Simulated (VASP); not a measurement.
Input of a VASP 6.6.1 run:

File INCAR:

```
SYSTEM = HPbNO4
PREC = Accurate ; ENCUT = 520
EDIFF = 1E-6 ; ISMEAR = -1
SIGMA = 0.05 ; LREAL = .False.
LASPH = .True. ; NELM = 60
ALGO = Normal ; ISIF = 2
LWAVE = .False. ; LCHARG = .True.
GGA = PE ; IVDW = 13
LELF = .True. ; LVHAR = .True.
NBANDS = 31
```

Contents of KPOINTS:

```
regular mesh
0
Gamma
  5 5 3
  0 0 0
```

File POSCAR:

```
HPbNO4
1.0
    4.1474913519      0.1059113498      0.1697423225
    1.8899882652      3.8260497922      0.1083678455
    1.7428555186      1.2015538625      6.3343987120
H Pb N O
1 1 1 4
Direct
    0.8940908886      0.6810287556      0.6229352208
    0.1383919342      0.9391047977      0.8837505275
    0.2571307622      0.2863926691      0.3039483918
    0.8321097576      0.6511097019      0.7800113036
    0.3898412974      0.2187451586      0.1139587133
    0.3133955359      0.0307719245      0.4605507723
    0.0737698242      0.6086469926      0.3263450707
```

Potentials or basis: VASP PAW PBE potentials, release 64 (H, Pb_d, N, O).

The run is started by

```console
$ cat potpaw_PBE.64/H/POTCAR potpaw_PBE.64/Pb_d/POTCAR potpaw_PBE.64/N/POTCAR potpaw_PBE.64/O/POTCAR > POTCAR
$ mpirun -np 1 vasp_std > vasp.out
```

(1) Predict the pressure.

(2) Estimate the largest force.

Answers

(1) 0.6 GPa.

(2) 0.430 eV/Å.

Caveat: the standard files for N, O and F lose accuracy on very short bonds.
